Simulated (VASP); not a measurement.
Input of a VASP 6.6.1 run:

The input INCAR:

```
SYSTEM = BAs
PREC     = Accurate       ! precision mode
ENCUT    = 520            ! plane-wave cutoff, eV
EDIFF    = 1E-6           ! SCF threshold, eV
ISMEAR   = -1             ! smearing method
SIGMA    = 0.02           ! smearing width, eV
LREAL    = .False.        ! projectors in reciprocal space
LASPH    = .True.         ! aspherical terms in the spheres
NELM     = 80             ! most SCF steps
ALGO     = Normal         ! electronic algorithm
ISIF     = 2              ! what is computed and relaxed
LWAVE    = .False.        ! write WAVECAR
LCHARG   = .False.        ! write CHGCAR
GGA      = PE             ! functional
IBRION   = 2              ! ionic algorithm
NSW      = 80             ! ionic steps
EDIFFG   = -0.02          ! ionic threshold
```

KPOINTS

```
regular mesh
0
Gamma
  16 16 16
  0 0 0
```

Contents of POSCAR:

```
BAs
1.0
    0.0000000000      2.3885000000      2.3885000000
    2.3885000000      0.0000000000      2.3885000000
    2.3885000000      2.3885000000      0.0000000000
B As
1 1
Direct
    0.0000000000      0.0000000000      0.0000000000
    0.2500000000      0.2500000000      0.2500000000
```

Potentials or basis: VASP PAW PBE potentials, release 64 (B, As).

Launch:

```bash
$ cat potpaw_PBE.64/B/POTCAR potpaw_PBE.64/As/POTCAR > POTCAR
$ mpirun -np 1 vasp_std > vasp.out
```

(1) Predict the band gap on the k mesh.

Answers

(1) 1.19 eV, indirect (least direct gap 3.28 eV).

Caveat: the relaxation stopped at its first step, so nothing moved.
